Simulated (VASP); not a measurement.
Input of a VASP 6.6.1 run:

File INCAR:

```
PREC = Accurate ; ENCUT = 520
EDIFF = 1E-6 ; ISMEAR = 0
SIGMA = 0.1 ; LREAL = F
LASPH = T ; NELM = 80
ALGO = Normal ; ISIF = 2
LWAVE = F ; LCHARG = T
GGA = PE ; LELF = T
LVHAR = T ; NBANDS = 20
```

File KPOINTS:

```
Automatic mesh
0
Gamma
  12 12 12
```

Contents of POSCAR:

```
ZrSi3
1.0
    0.0000000000      3.2425375715      3.2425375715
    3.2425375715      0.0000000000      3.2425375715
    3.2425375715      3.2425375715      0.0000000000
Zr Si
1 3
Direct
    0.0000000000      0.0000000000      0.0000000000
    0.2500000000      0.2500000000      0.2500000000
    0.5000000000      0.5000000000      0.5000000000
    0.7500000000      0.7500000000      0.7500000000
```

Potentials or basis: VASP PAW PBE potentials, release 64 (Zr_sv, Si).

Run with:

```bash
$ cat potpaw_PBE.64/Zr_sv/POTCAR potpaw_PBE.64/Si/POTCAR > POTCAR
$ mpirun -np 1 vasp_std > vasp.out
```

Predict the pressure.

0.0 GPa.

Predict the band gap on the k mesh.

zero (bands 12 and 13 overlap by 2.03 eV).
